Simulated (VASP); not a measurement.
Here is a VASP 6.6.1 calculation.

File INCAR:

```
SYSTEM = Ti
ALGO = Normal
EDIFF = 1E-7
ENCUT = 520
GGA = RE
ISIF = 2
ISMEAR = -1
IVDW = 12
LASPH = .True.
LCHARG = .True.
LELF = .True.
LREAL = .False.
LVHAR = .True.
LWAVE = .False.
NBANDS = 12
NELM = 100
PREC = Accurate
SIGMA = 0.05
```

KPOINTS

```
k-points
0
Gamma
  11 11 11
  0 0 0
```

The input POSCAR:

```
Ti
1.0
   -1.5815425118      1.5815425118      1.5815425118
    1.5815425118     -1.5815425118      1.5815425118
    1.5815425118      1.5815425118     -1.5815425118
Ti
1
Direct
    0.0000000000      0.0000000000      0.0000000000
```

Potentials or basis: VASP PAW PBE potentials, release 64 (Ti_sv).

The run is started by

```console
$ cat potpaw_PBE.64/Ti_sv/POTCAR > POTCAR
$ mpirun -np 1 vasp_std > vasp.out
```

Question: Predict the pressure.

Answer: -0.4 GPa.

Question: What does it give for the dispersion energy per atom?

Answer: -1.233 eV.

Caveat: the PAW data sets were made with another functional, which shifts forces and pressure a little; pairwise dispersion overbinds metals, which lowers pressure and volume.
